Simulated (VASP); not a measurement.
BP, 2 atoms in the cell. Symmetry: I-4m2, No. 119, tetragonal system. The conventional cell has a = 3.208 Å, b = 3.208 Å, c = 4.446 Å, α = 90.00°, β = 90.00°, γ = 90.00°. Within 2.6 Å of B (site symmetry -4m2) lie 4 P at 1.95 Å. P (site symmetry -4m2) has 4 B at 1.95 Å within 2.6 Å.  This cell differs from its parent crystal: uniaxial z strain -2.0%.

```yaml
Program: VASP 6.6.1
Task: single point
Functional: HSE06
Potentials_or_basis: VASP PAW PBE potentials, release 64 (B, P)
Cutoff: 520 eV
k_mesh: 6 × 6 × 6
Occupations: gaussian, width 0.01 eV
Spin: no spin polarisation
Dipole_correction: no
Grid_for_exact_exchange_PRECFOCK: Normal
Further_INCAR_settings: ALGO = Normal; EDIFF = 1e-06; NBANDS = 11
Screening_parameter: 0.2079 1/Å
```

Potentials or basis: VASP PAW PBE potentials, release 64 (B, P).

Launch:

```sh
$ cat potpaw_PBE.64/B/POTCAR potpaw_PBE.64/P/POTCAR > POTCAR
$ cp INCAR.step1 INCAR
$ mpirun -np 1 vasp_std > vasp.out
$ cp INCAR.step2 INCAR
$ mpirun -np 1 vasp_std > vasp.out
```

Hardware: 1 thread of AMD EPYC 7R13, with other jobs on the host.

Q: How long does it take, and how much memory?

A: It took 17 min on 1 thread of AMD EPYC 7R13, with other jobs on the host, peak memory 0.21 GiB. Counts: k points 30.
